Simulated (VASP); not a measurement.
# SiO2 (Pnnm) in VASP: notebook

Runs on SiO2. Level: PBE. Tasks: single point.

Everything below comes from runs of VASP 6.6.1. Logs are shortened: lines on timing, memory, paths and dates and some standing lists are left out, and cuts for length are marked.

## Step 1: The cell of the first run

It takes space group Pnnm (No. 58, orthorhombic). The conventional cell has a = 4.038 Å, b = 4.236 Å, c = 2.690 Å, α = 90.00°, β = 90.00°, γ = 90.00°. Si (site symmetry 2/m) has 6 O at 1.76 to 1.79 Å within 2.3 Å. Within 2.3 Å of O (site symmetry m) lie 3 Si at 1.76 to 1.79 Å and 1 O at 2.27 Å.

## Step 2: Single point, PBE (atoms displaced along a vibrational mode, the cell strained)

Input file INCAR:

```
SYSTEM = SiO2
ALGO = Normal
EDIFF = 1E-6
ENCUT = 520
GGA = PE
ISIF = 2
ISMEAR = 0
LASPH = .TRUE.
LCHARG = .FALSE.
LREAL = .FALSE.
LWAVE = .FALSE.
NBANDS = 25
NELM = 100
PREC = Accurate
SIGMA = 0.05
```

Input file KPOINTS:

```
k-points
0
G
  6 6 8
  0 0 0
```

Input file POSCAR:

```
SiO2
1.0
    4.2358788266      0.0000000000      0.0000000000
    0.0000000000      4.0380632854      0.0000000000
    0.0000000000      0.0000000000      2.6897743046
Si O
2 4
Direct
    0.5000000000      0.5000000000      0.5000000000
    0.0000000000      0.0000000000      0.0000000000
    0.7023276386      0.6836979468      0.0000000000
    0.2023276386      0.8163020532      0.5000000000
    0.2976723614      0.3163020532      0.0000000000
    0.7976723614      0.1836979468      0.5000000000
```

Potentials or basis: VASP PAW PBE potentials, release 64 (Si, O).

Run with:

```sh
$ cat potpaw_PBE.64/Si/POTCAR potpaw_PBE.64/O/POTCAR > POTCAR
$ mpirun -np 1 vasp_std > vasp.out
```

OUTCAR:

```text
SYSTEM = SiO2
   EDIFF = 1E-6
   ENCUT = 520
   GGA = PE
   ISIF = 2
   ISMEAR = 0
   LASPH = .TRUE.
   LREAL = .FALSE.
   NELM = 100
   PREC = Accurate

 ion  position               nearest neighbor table
   1  0.500  0.500  0.500-   3 1.76   5 1.76   3 1.76   5 1.76   4 1.79   6 1.79
   2  0.000  0.000  0.000-   4 1.76   6 1.76   4 1.76   6 1.76   5 1.79   3 1.79
   3  0.702  0.684  0.000-   1 1.76   1 1.76   2 1.79
   4  0.202  0.816  0.500-   2 1.76   2 1.76   1 1.79
   5  0.298  0.316  0.000-   1 1.76   1 1.76   2 1.79
   6  0.798  0.184  0.500-   2 1.76   2 1.76   1 1.79

  LATTYP: Found a simple orthorhombic cell.
 ALAT       =     2.6897743046
 B/A-ratio  =     1.5012647264
 C/A-ratio  =     1.5748082727

  Lattice vectors:

 A1 = (   0.0000000000,   0.0000000000,  -2.6897743046)
 A2 = (   0.0000000000,   4.0380632854,   0.0000000000)
 A3 = (   4.2358788266,   0.0000000000,   0.0000000000)

Analysis of symmetry for initial positions (statically):
=====================================================================
 Subroutine PRICEL returns:
 Original cell was already a primitive cell.

 Routine SETGRP: Setting up the symmetry group for a
 simple orthorhombic supercell.

 Subroutine GETGRP returns: Found  8 space group operations
 (whereof  4 operations were pure point group operations)
 out of a pool of  8 trial point group operations.

The static configuration has the point symmetry C_2h.
 The point group associated with its full space group is D_2h.

Analysis of symmetry for dynamics (positions and initial velocities):
=====================================================================
 Subroutine PRICEL returns:
 Original cell was already a primitive cell.

 Routine SETGRP: Setting up the symmetry group for a
 simple orthorhombic supercell.

 Subroutine GETGRP returns: Found  8 space group operations
 (whereof  4 operations were pure point group operations)
 out of a pool of  8 trial point group operations.

The dynamic configuration has the point symmetry C_2h.
 The point group associated with its full space group is D_2h.

 Subroutine INISYM returns: Found  8 space group operations
 (whereof  4 operations are pure point group operations),
 and found     1 'primitive' translations

----------------------------------------------------------------------------------------

                                     Primitive cell

  volume of cell :      46.0079

  direct lattice vectors                    reciprocal lattice vectors
     4.235878827  0.000000000  0.000000000     0.236078519  0.000000000  0.000000000
     0.000000000  4.038063285  0.000000000     0.000000000  0.247643469  0.000000000
     0.000000000  0.000000000  2.689774305     0.000000000  0.000000000  0.371778405

  length of vectors
     4.235878827  4.038063285  2.689774305     0.236078519  0.247643469  0.371778405

  position of ions in fractional coordinates (direct lattice)
     0.500000000  0.500000000  0.500000000
     0.000000000  0.000000000  0.000000000
     0.702327639  0.683697947  0.000000000
     0.202327639  0.816302053  0.500000000
     0.297672361  0.316302053  0.000000000
     0.797672361  0.183697947  0.500000000

  ion indices of the primitive-cell ions
   primitive index   ion index
                 1           1
                 2           2
                 3           3
                 4           4
                 5           5
                 6           6

----------------------------------------------------------------------------------------

 KPOINTS: k-points

Automatic generation of k-mesh.
 Grid dimensions read from file:
 generate k-points for:    6    6    8

 Generating k-lattice:

  Cartesian coordinates                     Fractional coordinates (reciprocal lattice)
     0.039346420  0.000000000  0.000000000     0.166666667  0.000000000  0.000000000
     0.000000000  0.041273911  0.000000000     0.000000000  0.166666667  0.000000000
     0.000000000  0.000000000  0.046472301     0.000000000  0.000000000  0.125000000

  Length of vectors
     0.039346420  0.041273911  0.046472301

  Shift w.r.t. Gamma in fractional coordinates (k-lattice)
     0.000000000  0.000000000  0.000000000

 Subroutine IBZKPT returns following result:
 ===========================================

 Found     80 irreducible k-points:

 Following reciprocal coordinates:
            Coordinates               Weight
  0.000000  0.000000  0.000000      1.000000
  0.166667  0.000000  0.000000      2.000000
  0.333333  0.000000  0.000000      2.000000
  0.500000  0.000000  0.000000      1.000000
  0.000000  0.166667  0.000000      2.000000
  0.166667  0.166667  0.000000      4.000000
[... 16 lines left out ...]
  0.333333  0.166667  0.125000      8.000000
  0.500000  0.166667  0.125000      4.000000
 [... further k-points ...]
   k-points           NKPTS =     80   k-points in BZ     NKDIM =     80   number of bands    NBANDS=     25
   number of dos      NEDOS =    301   number of ions     NIONS =      6
   total plane-waves  NPLWV =  19200
   dimension x,y,z NGX =    32 NGY =   30 NGZ =   20
   dimension x,y,z NGXF=    64 NGYF=   60 NGZF=   40
   ions per type =               2   4
   NGX,Y,Z   is equivalent  to a cutoff of  12.56, 12.35, 12.36 a.u.
   NGXF,Y,Z  is equivalent  to a cutoff of  25.12, 24.70, 24.72 a.u.
 SYSTEM =  SiO2
   PREC   = accura    normal or accurate (medium, high low for compatibility)
   ISTART =      0    job   : 0-new  1-cont  2-samecut
   ICHARG =      2    charge: 1-file 2-atom 10-const
   ISPIN  =      1    spin polarized calculation?
   LNONCOLLINEAR =      F non collinear calculations
   LSORBIT =      F    spin-orbit coupling
   LASPH  =      T    aspherical Exc in radial PAW
   ENCUT  =  520.0 eV  38.22 Ry    6.18 a.u.   7.88  7.51  5.00*2*pi/ulx,y,z
   NELM   =    100;   NELMIN=  2; NELMDL= -5     # of ELM steps
   EDIFF  = 0.1E-05   stopping-criterion for ELM
   LREAL  =      F    real-space projection
   EDIFFG = 0.1E-04   stopping-criterion for IOM
   NSW    =      0    number of steps for IOM
   IBRION =     -1    ionic relax: 0-MD 1-quasi-New 2-CG
   NFREE  =      0    steps in history (QN), initial steepest desc. (CG)
   ISIF   =      2    stress and relaxation
   ISYM   =      2    0-nonsym 1-usesym 2-fastsym
   POTIM  = 0.5000    time-step for ionic-motion
   TEBEG  =    0.0;   TEEND  =   0.0 temperature during run
   PSTRESS=    0.0 pullay stress
   NELECT =      32.0000    total number of electrons
   NUPDOWN=      -1.0000    fix difference up-down
   EMIN   =  10.00;   EMAX   =-10.00  energy-range for DOS
   EFERMI =   0.00;   METHOD = LEGACY
   ISMEAR =     0;   SIGMA  =   0.05  broadening in eV -4-tet -1-fermi 0-gaus
   EFERMI_NEDOS =   21; number of points for ismear=-14 and -15
   IALGO  =     38    algorithm
   IMIX   =      4    mixing-type and parameters
     AMIX     =   0.40;   BMIX     =  1.00
     AMIX_MAG =   1.60;   BMIX_MAG =  1.00
  volume/ion in A,a.u.               =       7.67        51.75
  Fermi-wavevector in a.u.,A,eV,Ry     =   1.450488  2.741024 28.625488  2.103914
  Thomas-Fermi vector in A             =   2.568094
   LORBIT       =      0    0 simple, 1 ext, 2 COOP (PROOUT), +10 PAW based schemes
   GGA     = PE    functional components
   LHFCALC =     F    Hartree Fock is set to
   AEXX    =    0.0000 exact exchange contribution
   IVDW    =     0    specifies the selected vdW correction
   LEPSILON=     F    determine dielectric tensor
   LRPA    =     F    only Hartree local field effects (RPA)
 non-spin polarized calculation
 Gauss-broadening in eV      SIGMA  =   0.05
  energy-cutoff  :      520.00
  volume of cell :       46.01
 maximum number of plane-waves:      1264
 NGX is ok and might be reduce to    32
   NGX = 15   NGY = 15   NGZ = 11

 number of electron      31.9999976 magnetization

 Free energy of the ion-electron system (eV)
  ---------------------------------------------------
  ext. energy  EPLUGINS =         0.00000000
  ---------------------------------------------------
  free energy    TOTEN  =       -46.09352349 eV

  energy without entropy =      -46.09352349  energy(sigma->0) =      -46.09352349

 E-fermi :   8.7529     XC(G=0): -12.3434

 val. band max:        8.4610621031   @ k =   0.0000   0.0000   0.0000
 cond. band min:      14.1519974450   @ k =   0.0000   0.0000   0.0000
 fundamental gap:      5.6909353419
 Fermi energy:         8.7528894449

 k-point     1 :       0.0000    0.0000    0.0000
  band No.  band energies     occupation
      1     -14.2547      2.00000
      2     -10.7743      2.00000
      3     -10.2471      2.00000
      4     -10.2242      2.00000
      5      -2.4834      2.00000
      6       1.7382      2.00000
[... 17 lines left out ...]
     24      23.4006      0.00000
     25      23.9832      0.00000

 k-point     2 :       0.1667    0.0000    0.0000
  band No.  band energies     occupation
      1     -14.1127      2.00000
      2     -11.3485      2.00000
      3     -10.1672      2.00000
      4      -9.9444      2.00000
      5      -2.2721      2.00000
      6       1.0698      2.00000
[... 17 lines left out ...]
     24      22.8163      0.00000
     25      23.7616      0.00000

 k-point     3 :       0.3333    0.0000    0.0000
  band No.  band energies     occupation
      1     -13.6966      2.00000
      2     -12.2173      2.00000
      3     -10.0189      2.00000
      4      -9.7823      2.00000
      5      -1.7200      2.00000
      6       0.0181      2.00000
[... 17 lines left out ...]
     24      22.9413      0.00000
     25      23.2295      0.00000

 k-point     4 :       0.5000    0.0000    0.0000
  band No.  band energies     occupation
      1     -13.0416      2.00000
      2     -13.0416      2.00000
      3      -9.8512      2.00000
      4      -9.8512      2.00000
      5      -0.9412      2.00000
      6      -0.9412      2.00000
[... 17 lines left out ...]
     24      21.8450      0.00000
     25      23.1210      0.00000

 k-point     5 :       0.0000    0.1667    0.0000
  band No.  band energies     occupation
      1     -14.0969      2.00000
      2     -11.0367      2.00000
      3     -10.6809      2.00000
      4      -9.8084      2.00000
      5      -2.2866      2.00000
      6       1.4762      2.00000
[... 17 lines left out ...]
     24      22.6497      0.00000
     25      23.9995      0.00000

 k-point     6 :       0.1667    0.1667    0.0000
  band No.  band energies     occupation
      1     -13.9584      2.00000
      2     -11.4100      2.00000
      3     -10.5900      2.00000
      4      -9.7660      2.00000
      5      -2.0482      2.00000
      6       1.1317      2.00000
[... 17 lines left out ...]
     24      22.4368      0.00000
     25      23.7177      0.00000
[... 393 lines left out ...]
 k-point    21 :       0.0000    0.1667    0.1250
  band No.  band energies     occupation
      1     -13.8949      2.00000
      2     -10.9403      2.00000
      3     -10.5731      2.00000
      4      -9.7923      2.00000
      5      -2.1887      2.00000
      6       1.5670      2.00000
[... 17 lines left out ...]
     24      22.5360      0.00000
     25      23.2496      0.00000

 k-point    22 :       0.1667    0.1667    0.1250
  band No.  band energies     occupation
      1     -13.7593      2.00000
      2     -11.2921      2.00000
      3     -10.4908      2.00000
      4      -9.7526      2.00000
      5      -1.9391      2.00000
      6       0.9344      2.00000
[... 17 lines left out ...]
     24      22.3196      0.00000
     25      22.9197      0.00000

 k-point    23 :       0.3333    0.1667    0.1250
  band No.  band energies     occupation
      1     -13.3647      2.00000
      2     -12.0069      2.00000
      3     -10.2897      2.00000
      4      -9.8159      2.00000
      5      -1.3195      2.00000
      6       0.2302      2.00000
[... 17 lines left out ...]
     24      21.8517      0.00000
     25      23.2078      0.00000

 k-point    24 :       0.5000    0.1667    0.1250
  band No.  band energies     occupation
      1     -12.7523      2.00000
      2     -12.7523      2.00000
      3     -10.0306      2.00000
      4     -10.0306      2.00000
      5      -0.5523      2.00000
      6      -0.5523      2.00000
[... 17 lines left out ...]
     24      21.3472      0.00000
     25      22.9818      0.00000

 [... further k-points ...]

------------------------ aborting loop because EDIFF is reached ----------------------------------------

  FORCE on cell =-STRESS in cart. coord.  units (eV):
  Direction    XX          YY          ZZ          XY          YZ          ZX
  --------------------------------------------------------------------------------------
  -------------------------------------------------------------------------------------
  Total        1.7687952      7.7979557      3.0786260      0.0000000      0.0000000      0.0000000
  in kB       61.5964451    271.5556583    107.2099325      0.0000000      0.0000000      0.0000000
  external PRESSURE =     146.7873453 kB  Pullay stress =       0.0000000 kB

 VOLUME and BASIS-vectors are now :
 -----------------------------------------------------------------------------
  energy-cutoff  :      520.00
  volume of cell :       46.01
      direct lattice vectors                 reciprocal lattice vectors
     4.235878827  0.000000000  0.000000000     0.236078519  0.000000000  0.000000000
     0.000000000  4.038063285  0.000000000     0.000000000  0.247643469  0.000000000
     0.000000000  0.000000000  2.689774305     0.000000000  0.000000000  0.371778405

 POSITION                                       TOTAL-FORCE (eV/Angst)
 -----------------------------------------------------------------------------------
      2.11794      2.01903      1.34489         0.000000      0.000000      0.000000
      0.00000      0.00000      0.00000         0.000000      0.000000      0.000000
      2.97497      2.76082      0.00000         0.043779      0.461403      0.000000
      0.85704      3.29628      1.34489         0.043779     -0.461403      0.000000
      1.26090      1.27725      0.00000        -0.043779     -0.461403      0.000000
      3.37884      0.74178      1.34489        -0.043779      0.461403      0.000000
 -----------------------------------------------------------------------------------
    total drift:                                0.000000     -0.000000     -0.000000

  FREE ENERGIE OF THE ION-ELECTRON SYSTEM (eV)
  ---------------------------------------------------
  free  energy   TOTEN  =       -46.0935234906 eV

  energy  without entropy=      -46.0935234906  energy(sigma->0) =      -46.09352349
```

It took 23 s on 1 thread of Intel Xeon Platinum 8559C (Emerald Rapids), shared host; peak memory 0.19 GiB.

Results:

```yaml
Free_energy: -46.0935 eV
Pressure: 14.7 GPa
Largest_force: 0.463 eV/Å
Band_gap_on_the_k_mesh: 5.69 eV
```

Forces in eV/Å, atoms in the order of the input:
```
Si   0.000  0.000  0.000
Si   0.000  0.000  0.000
O    0.044  0.461  0.000
O    0.044 -0.461  0.000
O   -0.044 -0.461  0.000
O   -0.044  0.461  0.000
```

Stress tensor (GPa, compression positive):
```
 6.16  0.00  0.00
 0.00 27.16  0.00
 0.00  0.00 10.72
```

Caveat: the cell differs from its parent crystal (atoms displaced along a vibrational mode, the cell strained); the stress differs along the axes, from 6 to 27 GPa. A k mesh can miss the band edges.

(Continued in part 2 of 2.)
